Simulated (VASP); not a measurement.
Input of a VASP 6.6.1 run:

Contents of INCAR:

```
SYSTEM = ZnSe
PREC     = Accurate       ! precision mode
ENCUT    = 520            ! plane-wave cutoff, eV
EDIFF    = 1E-6           ! SCF threshold, eV
ISMEAR   = 0              ! smearing method
SIGMA    = 0.01           ! smearing width, eV
LREAL    = .FALSE.        ! projectors in reciprocal space
LASPH    = .TRUE.         ! aspherical terms in the spheres
NELM     = 100            ! most SCF steps
ALGO     = Normal         ! electronic algorithm
ISIF     = 2              ! what is computed and relaxed
LWAVE    = .FALSE.        ! write WAVECAR
LCHARG   = .FALSE.        ! write CHGCAR
GGA      = CA             ! functional
NBANDS   = 26             ! bands
```

The input KPOINTS:

```
Automatic mesh
0
G
  4 4 4
  0 0 0
```

POSCAR

```
ZnSe
1.0
    4.1077020000      0.0000000000      0.0000000000
    0.0000000000      4.1077020000      0.0000000000
    0.0000000000      0.0000000000      6.0703500000
Zn Se
2 2
Direct
    0.0000000000      0.0000000000      0.0000000000
    0.5000000000      0.5000000000      0.0000000000
    0.0000000000      0.5000000000      0.2462800000
    0.5000000000      0.0000000000      0.7537200000
```

Potentials or basis: VASP PAW LDA potentials, release 64 (Zn, Se).

Launch:

```console
$ cat potpaw_LDA.64/Zn/POTCAR potpaw_LDA.64/Se/POTCAR > POTCAR
$ mpirun -np 1 vasp_std > vasp.out
```

Problem. Predict the band gap on the k mesh.

Solution. 1.72 eV, direct.

Problem. Predict the largest force.

Solution. 0.585 eV/Å.

Problem. Predict the pressure.

Solution. -4.3 GPa.

Stress tensor (GPa, compression positive):
```
-4.50  0.00  0.00
 0.00 -4.50  0.00
 0.00  0.00 -4.03
```

A k mesh can miss the band edges.
